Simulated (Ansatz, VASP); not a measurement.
## Li5F4 in VASP and in Ansatz

File INCAR:

```
PREC = Accurate
ENCUT = 520
EDIFF = 1E-6
ISMEAR = 0
SIGMA = 0.05
LREAL = False
LASPH = True
NELM = 60
ALGO = Normal
ISIF = 2
LWAVE = False
LCHARG = False
LDIPOL = True
IDIPOL = 3
DIPOL = 0.5 0.5 0.500
GGA = PS
NBANDS = 32
```

The input KPOINTS:

```
regular mesh
0
Gamma
  12 12 1
```

File POSCAR:

```
Li5F4
1.0
    2.8340101035      0.0000000000      0.0000000000
   -1.4170050518      2.4543247443      0.0000000000
    0.0000000000      0.0000000000     24.2558382394
Li F
5 4
Direct
    0.6666666667      0.3333333333      0.3092039090
    0.3333333333      0.6666666667      0.4046019545
    0.0000000000      0.0000000000      0.5000000000
    0.6666666667      0.3333333333      0.5953980455
    0.3333333333      0.6666666667      0.6907960910
    0.0000000000      0.0000000000      0.3569029318
    0.6666666667      0.3333333333      0.4523009773
    0.3333333333      0.6666666667      0.5476990227
    0.0000000000      0.0000000000      0.6430970682
```

Input for Ansatz:

```yaml
crystal:
  lattice:
    - [2.8340101035, 0.0, 0.0]
    - [-1.4170050518, 2.4543247443, 0.0]
    - [0.0, 0.0, 24.2558382394]
  atoms:
    - { symbol: Li, position: [0.6666666667, 0.3333333333, 0.309203909] }
    - { symbol: F, position: [0.0, 0.0, 0.3569029318] }
    - { symbol: Li, position: [0.3333333333, 0.6666666667, 0.4046019545] }
    - { symbol: F, position: [0.6666666667, 0.3333333333, 0.4523009773] }
    - { symbol: Li, position: [0.0, 0.0, 0.5] }
    - { symbol: F, position: [0.3333333333, 0.6666666667, 0.5476990227] }
    - { symbol: Li, position: [0.6666666667, 0.3333333333, 0.5953980455] }
    - { symbol: F, position: [0.0, 0.0, 0.6430970682] }
    - { symbol: Li, position: [0.3333333333, 0.6666666667, 0.690796091] }
basis:
  ecutwfc: 420
kpoints:
  mp_grid: { grid: [12, 12, 1] }
hamiltonian:
  xc: pbesol
scf:
  occupations: { method: gaussian, width: 0.05 }
output:
  forces: true
  stress: true
  eigenvalues: true
efield:
  axis: 3
  dipole_correction: true
```

Alike in both runs: task single point; functional PBEsol; k mesh 12 × 12 × 1; occupations gaussian, width 0.05 eV; no spin polarisation.

```csv
,VASP,Ansatz
version,VASP 6.6.1,Ansatz 0.2.0
potentials or method,"VASP PAW PBE potentials, release 64 (Li_sv, F), cutoff 520 eV","scalar-relativistic, plane waves, PAW"
valence electrons in the cell,43,43
```

Ansatz gave:

```
gap on the k mesh at the Fermi level (eV) : none
rms of the force components (eV/Å)        : 0.020
```

**Question.** What did VASP give for the same quantities?

**Answer.** gap on the k mesh at the Fermi level (eV): none; rms of the force components (eV/Å): 0.023.

VASP's potentials were made for PBE, not for PBEsol. A gap of «none» marks a metal or a gap that the smearing closes. With one functional, cell and mesh, what is left measures potentials, basis and numerics.

Noted on VASP's run: the cutoff is short for stress, so the pressure is rough.
